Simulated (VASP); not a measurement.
# GaN (P6_3/mmc) in VASP: single point with PBE

Aim: the single point of GaN with PBE.

All numbers are computed with VASP 6.6.1; they aren't measurements. Logs are shortened: lines on timing, memory, paths and dates and some standing lists are left out, and cuts for length are marked.

## (1) The cell of the first run

The structure is hexagonal, space group P6_3/mmc (No. 194). The conventional cell has a = 2.885 Å, b = 2.885 Å, c = 7.676 Å, α = 90.00°, β = 90.00°, γ = 120.00°. Ga (site symmetry -6m2) has 3 N at 1.67 Å within 2.2 Å. N (site symmetry -6m2) has 3 Ga at 1.67 Å within 2.2 Å.

## (2) Single point, PBE (B replaced by Ga, lengths x 1.147, strained)

Input file INCAR:

```
ALGO = Normal
EDIFF = 1E-6
ENCUT = 520
GGA = PE
ISIF = 2
ISMEAR = 0
LASPH = True
LCHARG = False
LREAL = False
LWAVE = False
NBANDS = 26
NELM = 60
PREC = Accurate
SIGMA = 0.02
```

Input file KPOINTS:

```
k-points
0
Gamma
  12 12 4
```

Input file POSCAR:

```
GaN
1.0
    2.8853036967      0.0000000000      0.0000000000
   -1.4426518484      2.4987462989      0.0000000000
    0.0000000000      0.0000000000      7.6755785377
Ga N
2 2
Direct
    0.3333333333      0.6666666667      0.2500000000
    0.6666666667      0.3333333333      0.7500000000
    0.3333333333      0.6666666667      0.7500000000
    0.6666666667      0.3333333333      0.2500000000
```

Potentials or basis: VASP PAW PBE potentials, release 64 (Ga_d, N).

Command:

```bash
$ cat potpaw_PBE.64/Ga_d/POTCAR potpaw_PBE.64/N/POTCAR > POTCAR
$ mpirun -np 1 vasp_std > vasp.out
```

OUTCAR:

```text
EDIFF = 1E-6
   ENCUT = 520
   GGA = PE
   ISIF = 2
   ISMEAR = 0
   LASPH = True
   LREAL = False
   NELM = 60
   PREC = Accurate

 ion  position               nearest neighbor table
   1  0.333  0.667  0.250-   4 1.67   4 1.67   4 1.67
   2  0.667  0.333  0.750-   3 1.67   3 1.67   3 1.67
   3  0.333  0.667  0.750-   2 1.67   2 1.67   2 1.67
   4  0.667  0.333  0.250-   1 1.67   1 1.67   1 1.67

  LATTYP: Found a hexagonal cell.
 ALAT       =     2.8853036967
 C/A-ratio  =     2.6602324554

  Lattice vectors:

 A1 = (   2.8853036967,   0.0000000000,   0.0000000000)
 A2 = (  -1.4426518484,   2.4987462989,   0.0000000000)
 A3 = (   0.0000000000,   0.0000000000,   7.6755785377)

Analysis of symmetry for initial positions (statically):
=====================================================================
 Subroutine PRICEL returns:
 Original cell was already a primitive cell.

 Routine SETGRP: Setting up the symmetry group for a
 hexagonal supercell.

 Subroutine GETGRP returns: Found 24 space group operations
 (whereof 12 operations were pure point group operations)
 out of a pool of 24 trial point group operations.

The static configuration has the point symmetry D_3d.
 The point group associated with its full space group is D_6h.

Analysis of symmetry for dynamics (positions and initial velocities):
=====================================================================
 Subroutine PRICEL returns:
 Original cell was already a primitive cell.

 Routine SETGRP: Setting up the symmetry group for a
 hexagonal supercell.

 Subroutine GETGRP returns: Found 24 space group operations
 (whereof 12 operations were pure point group operations)
 out of a pool of 24 trial point group operations.

The dynamic configuration has the point symmetry D_3d.
 The point group associated with its full space group is D_6h.

 Subroutine INISYM returns: Found 24 space group operations
 (whereof 12 operations are pure point group operations),
 and found     1 'primitive' translations

----------------------------------------------------------------------------------------

                                     Primitive cell
[... 89 lines left out ...]
   ISPIN  =      1    spin polarized calculation?
   LNONCOLLINEAR =      F non collinear calculations
   LSORBIT =      F    spin-orbit coupling
   LASPH  =      T    aspherical Exc in radial PAW
   ENCUT  =  520.0 eV  38.22 Ry    6.18 a.u.   5.36  5.36 14.27*2*pi/ulx,y,z
   NELM   =     60;   NELMIN=  2; NELMDL= -5     # of ELM steps
   EDIFF  = 0.1E-05   stopping-criterion for ELM
   LREAL  =      F    real-space projection
   EDIFFG = 0.1E-04   stopping-criterion for IOM
   NSW    =      0    number of steps for IOM
   IBRION =     -1    ionic relax: 0-MD 1-quasi-New 2-CG
   NFREE  =      0    steps in history (QN), initial steepest desc. (CG)
   ISIF   =      2    stress and relaxation
   ISYM   =      2    0-nonsym 1-usesym 2-fastsym
   POTIM  = 0.5000    time-step for ionic-motion
   TEBEG  =    0.0;   TEEND  =   0.0 temperature during run
   PSTRESS=    0.0 pullay stress
   NELECT =      36.0000    total number of electrons
   NUPDOWN=      -1.0000    fix difference up-down
   EMIN   =  10.00;   EMAX   =-10.00  energy-range for DOS
   EFERMI =   0.00;   METHOD = LEGACY
   ISMEAR =     0;   SIGMA  =   0.02  broadening in eV -4-tet -1-fermi 0-gaus
   EFERMI_NEDOS =   21; number of points for ismear=-14 and -15
   IALGO  =     38    algorithm
   IMIX   =      4    mixing-type and parameters
     AMIX     =   0.40;   BMIX     =  1.00
     AMIX_MAG =   1.60;   BMIX_MAG =  1.00
  volume/ion in A,a.u.               =      13.83        93.36
  Fermi-wavevector in a.u.,A,eV,Ry     =   1.418515  2.680605 27.377452  2.012186
  Thomas-Fermi vector in A             =   2.539633
   LORBIT       =      0    0 simple, 1 ext, 2 COOP (PROOUT), +10 PAW based schemes
   GGA     = PE    functional components
   LHFCALC =     F    Hartree Fock is set to
   AEXX    =    0.0000 exact exchange contribution
   IVDW    =     0    specifies the selected vdW correction
   LEPSILON=     F    determine dielectric tensor
   LRPA    =     F    only Hartree local field effects (RPA)
 non-spin polarized calculation
 Gauss-broadening in eV      SIGMA  =   0.02
  energy-cutoff  :      520.00
  volume of cell :       55.34
 maximum number of plane-waves:      1517
 NGX is ok and might be reduce to    24
   NGX = 11   NGY = 11   NGZ = 29

 number of electron      35.9999995 magnetization

 Free energy of the ion-electron system (eV)
  ---------------------------------------------------
  ext. energy  EPLUGINS =         0.00000000
  ---------------------------------------------------
  free energy    TOTEN  =       -19.80715250 eV

  energy without entropy =      -19.80715250  energy(sigma->0) =      -19.80715250

 E-fermi :   3.7933     XC(G=0):  -9.9780

 val. band max:        3.6418648857   @ k =   0.0000   0.0000   0.0000
 cond. band min:       5.6616770462   @ k =   0.0000   0.0000   0.0000
 fundamental gap:      2.0198121605
 Fermi energy:         3.7933005548

 k-point     1 :       0.0000    0.0000    0.0000
  band No.  band energies     occupation
      1     -14.0783      2.00000
      2     -14.0095      2.00000
      3     -10.4729      2.00000
      4     -10.4729      2.00000
      5     -10.4728      2.00000
      6     -10.4728      2.00000
[... 685 lines left out ...]
     25      17.1052      0.00000
     26      17.3927      0.00000

 [... further k-points ...]

------------------------ aborting loop because EDIFF is reached ----------------------------------------

  FORCE on cell =-STRESS in cart. coord.  units (eV):
  Direction    XX          YY          ZZ          XY          YZ          ZX
  --------------------------------------------------------------------------------------
  -------------------------------------------------------------------------------------
  Total       33.0213289     33.0213289     -0.0991383     -0.0000000      0.0000000      0.0000000
  in kB      956.0493566    956.0493565     -2.8702995     -0.0000000      0.0000000      0.0000000
  external PRESSURE =     636.4094712 kB  Pullay stress =       0.0000000 kB

 VOLUME and BASIS-vectors are now :
 -----------------------------------------------------------------------------
  energy-cutoff  :      520.00
  volume of cell :       55.34
      direct lattice vectors                 reciprocal lattice vectors
     2.885303697  0.000000000  0.000000000     0.346583967  0.200100346  0.000000000
    -1.442651848  2.498746299  0.000000000     0.000000000  0.400200693  0.000000000
     0.000000000  0.000000000  7.675578538     0.000000000  0.000000000  0.130283339

 POSITION                                       TOTAL-FORCE (eV/Angst)
 -----------------------------------------------------------------------------------
     -0.00000      1.66583      1.91889        -0.000000     -0.000000     -0.000000
      1.44265      0.83292      5.75668         0.000000      0.000000      0.000000
     -0.00000      1.66583      5.75668        -0.000000      0.000000     -0.000000
      1.44265      0.83292      1.91889         0.000000      0.000000     -0.000000
 -----------------------------------------------------------------------------------
    total drift:                               -0.000000     -0.000000      0.000000

  FREE ENERGIE OF THE ION-ELECTRON SYSTEM (eV)
  ---------------------------------------------------
  free  energy   TOTEN  =       -19.8071525023 eV

  energy  without entropy=      -19.8071525023  energy(sigma->0) =      -19.80715250
```

stdout:

```text
POSCAR found type information on POSCAR GaN
 POSCAR found :  2 types and       4 ions
 scaLAPACK will be used
 LDA part: xc-table for (Slater+PW92), standard interpolation
 POSCAR, INCAR and KPOINTS ok, starting setup
 FFT: planning ... GRIDC
 FFT: planning ... GRID_SOFT
 FFT: planning ... GRID
 WAVECAR not read
 entering main loop
```

Run time: 2.1 min. Hardware: 1 thread of Intel Xeon 8259CL, shared host; peak memory 0.22 GiB.

What came out:

```yaml
Free_energy: -19.8072 eV
Pressure: 63.6 GPa
Band_gap_on_the_k_mesh: 2.02 eV
```

Levels at points of the mesh, in eV from the valence-band top:
```
           k point  band 14  band 15  band 16  band 17  band 18  band 19  band 20  band 21  band 22  band 23
(0.00, 0.00, 0.00)    -3.70    -0.02    -0.02     0.00     0.00     2.02     5.68     5.92     9.30    10.47
(0.50, 0.00, 0.00)    -7.54    -2.90    -2.85    -1.64    -1.03     4.21     5.29     6.28     7.34     8.42
(0.00, 0.00, 0.50)    -4.61    -0.01    -0.01    -0.01    -0.01     3.48     3.48     7.73     7.73    12.92
(0.50, 0.00, 0.50)    -7.56    -2.88    -2.88    -1.32    -1.32     4.39     4.39     7.25     7.25     9.17
```

Caveat: the cell differs from its parent crystal (B replaced by Ga, lengths x 1.147, strained); the cell stands under pressure. A k mesh can miss the band edges.
